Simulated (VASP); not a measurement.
# Fe (Im-3m) in VASP: a series of runs, part 2 of 2

VASP 6.6.1. The steps go on from the part before.

### 3 Single point, LDA, collinear spin, ferromagnetic start (10.45 Å³/atom)

This run uses another cell than the first one, of 10.45 Å³/atom.

File INCAR:

```
  PREC = Accurate
  ENCUT = 690
  EDIFF = 1E-6
  ISMEAR = 0
  SIGMA = 0.05
  LREAL = F
  LASPH = T
  NELM = 200
  ALGO = Normal
  ISIF = 2
  LWAVE = F
  LCHARG = F
  ISPIN = 2
  MAGMOM = 2.33
  LORBIT = 11
  LMAXMIX = 4
  NBANDS = 18
  GGA_COMPAT = F
```

File KPOINTS:

```
Automatic mesh
0
Gamma
  22 22 22
```

File POSCAR:

```
Fe
1.0
   -1.3771794635      1.3771794635      1.3771794635
    1.3771794635     -1.3771794635      1.3771794635
    1.3771794635      1.3771794635     -1.3771794635
Fe
1
Direct
    0.0000000000      0.0000000000      0.0000000000
```

Potentials or basis: VASP PAW LDA potentials, release 64 (Fe_sv).

On the command line:

```console
cat potpaw_LDA.64/Fe_sv/POTCAR > POTCAR
mpirun -np 1 vasp_std > vasp.out
```

OUTCAR:

```text
PREC = Accurate
   ENCUT = 690
   EDIFF = 1E-6
   ISMEAR = 0
   LREAL = F
   LASPH = T
   NELM = 200
   ISIF = 2
   ISPIN = 2
   LORBIT = 11

 ion  position               nearest neighbor table
   1  0.000  0.000  0.000-

  LATTYP: Found a body centered cubic cell.
 ALAT       =     2.7543589270

  Lattice vectors:

 A1 = (  -1.3771794635,   1.3771794635,   1.3771794635)
 A2 = (   1.3771794635,  -1.3771794635,   1.3771794635)
 A3 = (   1.3771794635,   1.3771794635,  -1.3771794635)

Analysis of symmetry for initial positions (statically):
=====================================================================
 Subroutine PRICEL returns:
 Original cell was already a primitive cell.

 Routine SETGRP: Setting up the symmetry group for a
 body centered cubic supercell.

 Subroutine GETGRP returns: Found 48 space group operations
 (whereof 48 operations were pure point group operations)
 out of a pool of 48 trial point group operations.

The static configuration has the point symmetry O_h .

Analysis of symmetry for dynamics (positions and initial velocities):
=====================================================================
 Subroutine PRICEL returns:
 Original cell was already a primitive cell.

 Routine SETGRP: Setting up the symmetry group for a
 body centered cubic supercell.

 Subroutine GETGRP returns: Found 48 space group operations
 (whereof 48 operations were pure point group operations)
 out of a pool of 48 trial point group operations.

The dynamic configuration has the point symmetry O_h .

Analysis of structural, dynamic, and magnetic symmetry:
=====================================================================
 Subroutine PRICEL returns:
 Original cell was already a primitive cell.

 Routine SETGRP: Setting up the symmetry group for a
 body centered cubic supercell.

[... 125 lines left out ...]
  Thomas-Fermi vector in A             =   2.929135
   LORBIT       =     11    0 simple, 1 ext, 2 COOP (PROOUT), +10 PAW based schemes
   GGA     = CA    functional components
   LHFCALC =     F    Hartree Fock is set to
   AEXX    =    0.0000 exact exchange contribution
   IVDW    =     0    specifies the selected vdW correction
   LEPSILON=     F    determine dielectric tensor
   LRPA    =     F    only Hartree local field effects (RPA)
 spin polarized calculation
 Gauss-broadening in eV      SIGMA  =   0.05
  energy-cutoff  :      690.00
  volume of cell :       10.45
 maximum number of plane-waves:       444
   NGX = 11   NGY = 11   NGZ = 11

 number of electron      16.0000022 magnetization       1.9415242

 Free energy of the ion-electron system (eV)
  ---------------------------------------------------
  ext. energy  EPLUGINS =         0.00000000
  ---------------------------------------------------
  free energy    TOTEN  =        -9.30826060 eV

  energy without entropy =       -9.30687478  energy(sigma->0) =       -9.30756769

 E-fermi :  13.2173     XC(G=0): -14.6531

 val. band max:       13.2157558052   @ k =  -0.3636   0.4545   0.0909
 cond. band min:      13.2186807179   @ k =  -0.3182   0.3182   0.1818
 fundamental gap:      0.0029249127
 Fermi energy:        13.2173417036

 spin component 1

 k-point     1 :       0.0000    0.0000    0.0000
  band No.  band energies     occupation
      1     -73.9344      1.00000
      2     -40.1600      1.00000
      3     -40.1600      1.00000
      4     -40.1600      1.00000
      5       4.1102      1.00000
      6      10.7330      1.00000
[... 493 lines left out ...]
     17      48.7413      0.00000
     18      48.8292      0.00000

 [... further k-points ...]

 spin component 2

 k-point     1 :       0.0000    0.0000    0.0000
  band No.  band energies     occupation
      1     -71.7943      1.00000
      2     -38.0682      1.00000
      3     -38.0682      1.00000
      4     -38.0682      1.00000
      5       4.4688      1.00000
      6      12.3120      1.00000
[... 493 lines left out ...]
     17      49.2148      0.00000
     18      49.4508      0.00000

 [... further k-points ...]
[... 5 lines left out ...]
  --------------------------------------------------------------------------------------
  -------------------------------------------------------------------------------------
  Total       -0.2296657     -0.2296657     -0.2296657      0.0000000      0.0000000      0.0000000
  in kB      -35.2188521    -35.2188521    -35.2188521      0.0000000      0.0000000      0.0000000
  external PRESSURE =     -35.2188521 kB  Pullay stress =       0.0000000 kB

 VOLUME and BASIS-vectors are now :
 -----------------------------------------------------------------------------
  energy-cutoff  :      690.00
  volume of cell :       10.45
      direct lattice vectors                 reciprocal lattice vectors
    -1.377179464  1.377179464  1.377179464     0.000000000  0.363060889  0.363060889
     1.377179464 -1.377179464  1.377179464     0.363060889  0.000000000  0.363060889
     1.377179464  1.377179464 -1.377179464     0.363060889  0.363060889  0.000000000

 POSITION                                       TOTAL-FORCE (eV/Angst)
 -----------------------------------------------------------------------------------
      0.00000      0.00000      0.00000        -0.000000     -0.000000     -0.000000
 -----------------------------------------------------------------------------------
    total drift:                                0.000000     -0.000000      0.000000

  FREE ENERGIE OF THE ION-ELECTRON SYSTEM (eV)
  ---------------------------------------------------
  free  energy   TOTEN  =        -9.3082606004 eV

  energy  without entropy=       -9.3068747837  energy(sigma->0) =       -9.30756769

 total charge

# of ion       s       p       d       tot
------------------------------------------
    1        2.202   6.049   5.555  13.806

 magnetization (x)

# of ion       s       p       d       tot
------------------------------------------
    1       -0.001  -0.005   1.915   1.909
```

OSZICAR:

```text
N       E                     dE             d eps       ncg     rms          rms(c)
DAV:   1     0.215334892759E+03    0.21533E+03   -0.10121E+04 24652   0.160E+03
DAV:   2    -0.143641555451E+01   -0.21677E+03   -0.20062E+03 23844   0.450E+02
DAV:   3    -0.104408029561E+02   -0.90044E+01   -0.88733E+01 27622   0.111E+02
DAV:   4    -0.105687567176E+02   -0.12795E+00   -0.12792E+00 27426   0.133E+01
DAV:   5    -0.105718553778E+02   -0.30987E-02   -0.30986E-02 28000   0.215E+00    0.136E+01
DAV:   6    -0.946279303459E+01    0.11091E+01   -0.26742E+00 25396   0.511E+01    0.982E+00
DAV:   7    -0.932374649181E+01    0.13905E+00   -0.40295E-01 26070   0.180E+01    0.462E+00
DAV:   8    -0.931527780006E+01    0.84687E-02   -0.76680E-03 26804   0.126E+00    0.128E+00
DAV:   9    -0.930838907481E+01    0.68887E-02   -0.33934E-03 35000   0.111E+00    0.275E-01
DAV:  10    -0.930824678594E+01    0.14229E-03   -0.52850E-04 26672   0.512E-01    0.540E-02
DAV:  11    -0.930825731873E+01   -0.10533E-04   -0.12464E-05 32746   0.767E-02    0.304E-02
DAV:  12    -0.930826004900E+01   -0.27303E-05   -0.20465E-06 22772   0.284E-02    0.120E-02
DAV:  13    -0.930826060045E+01   -0.55144E-06   -0.19795E-07 13690   0.753E-03
   1 F= -.93082606E+01 E0= -.93075677E+01  d E =-.138582E-02  mag=     1.9417
```

stdout:

```text
POSCAR found type information on POSCAR Fe
 POSCAR found :  1 types and       1 ions
 scaLAPACK will be used
 LDA part: xc-table for (Slater(with rela. corr.)+CA(PZ))
 , standard interpolation
 POSCAR, INCAR and KPOINTS ok, starting setup
 FFT: planning ... GRIDC
 FFT: planning ... GRID_SOFT
 FFT: planning ... GRID
 WAVECAR not read
 entering main loop
```

Wall time 94 s (1 thread of AMD EPYC 7R13 (Zen 3), shared host); peak memory 0.2 GiB.

Results:

```
Free energy                                           : -9.3083 eV
Pressure                                              : -3.5 GPa
Net moment                                            : 1.94 μB per cell
Site moments                                          : Fe +1.91 μB
Valence electrons inside the program's atomic spheres : Fe 13.81
```

Levels at points of the mesh, in eV from the Fermi level:
Spin up:
```csv
k point,band 7,band 8,band 9,band 10,band 11,band 12
"(0.00, 0.00, 0.00)",-2.48,-2.48,-0.94,-0.94,25.01,25.01
"(0.50, 0.00, 0.00)",-0.90,-0.71,0.28,0.64,8.10,18.59
"(0.50, 0.50, 0.50)",0.32,0.32,0.32,10.25,10.25,10.25
```
Spin down:
| k point | band 5 | band 6 | band 7 | band 8 | band 9 | band 10 |
| --- | --- | --- | --- | --- | --- | --- |
| (0.00, 0.00, 0.00) | -8.75 | -0.91 | -0.91 | -0.91 | 1.16 | 1.16 |
| (0.50, 0.00, 0.00) | -4.36 | -2.32 | 0.64 | 1.08 | 1.45 | 2.48 |
| (0.50, 0.50, 0.50) | -3.93 | -3.93 | 2.14 | 2.14 | 2.14 | 10.68 |

Caveat: the cell stands under tension.
